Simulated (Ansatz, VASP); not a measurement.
Ti: VASP beside Ansatz

```
Ti
1.0
     2.90104    0.00000    0.00000
    -1.45052    2.51238    0.00000
     0.00000    0.00000    4.58877
Ti
2
Direct
  0.33333 0.66667 0.25000
  0.66667 0.33333 0.75000
```

Alike in both runs: functional PBEsol; k mesh 18 × 18 × 10; occupations gaussian, width 0.1 eV; no spin polarisation.

Ansatz relaxed the structure, and its values are those at the end. VASP's run is a single point on that final structure, the one shown.

|  | VASP | Ansatz |
| --- | --- | --- |
| version | VASP 6.6.1 | Ansatz 0.2.0 |
| potentials or method | VASP PAW PBE potentials, release 64 (Ti_sv), cutoff 520 eV | scalar-relativistic, plane waves, PAW |
| valence electrons in the cell | 24 | 24 |

Ansatz gave:

```
gap on the k mesh at the Fermi level (eV) : none
pressure (GPa)                            : 0.0
```

Estimate VASP's values.

gap on the k mesh at the Fermi level (eV): none; pressure (GPa): -0.3.

VASP's potentials were made for PBE, not for PBEsol. A gap of «none» marks a metal or a gap that the smearing closes.
